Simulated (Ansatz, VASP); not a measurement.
TaRu: VASP beside Ansatz

```xyz
2
Lattice="3.0325 0.0000 0.0000 0.0000 3.0325 0.0000 0.0000 0.0000 3.3663" Properties=species:S:1:pos:R:3 pbc="T T T"
Ta    1.5163    1.5163    1.6831
Ru    0.0000    0.0000    0.0000
```

Change from the starting cell: volume scaled by 0.98.

Alike in both runs: task single point; functional LDA; k mesh 11 × 11 × 10; occupations fermi-dirac, width 0.05 eV; no spin polarisation.

|  | VASP | Ansatz |
| --- | --- | --- |
| version | VASP 6.6.1 | Ansatz 0.2.0 |
| potentials or method | VASP PAW LDA potentials, release 64 (Ta_pv, Ru_pv), cutoff 520 eV | all-electron LAPW, scalar-relativistic |

```tsv
	VASP	Ansatz	Ansatz less VASP
pressure (GPa)	-4.4	-5.2	-0.85
traceless stress, the component that is largest in VASP (GPa)	0.56	0.66	+0.103
```

LDA's correlation is that of Perdew and Zunger in VASP and of Perdew and Wang (1992) in Ansatz. Ansatz ran all-electron here, and VASP with PAW potentials.

Neither program's run includes spin-orbit coupling.
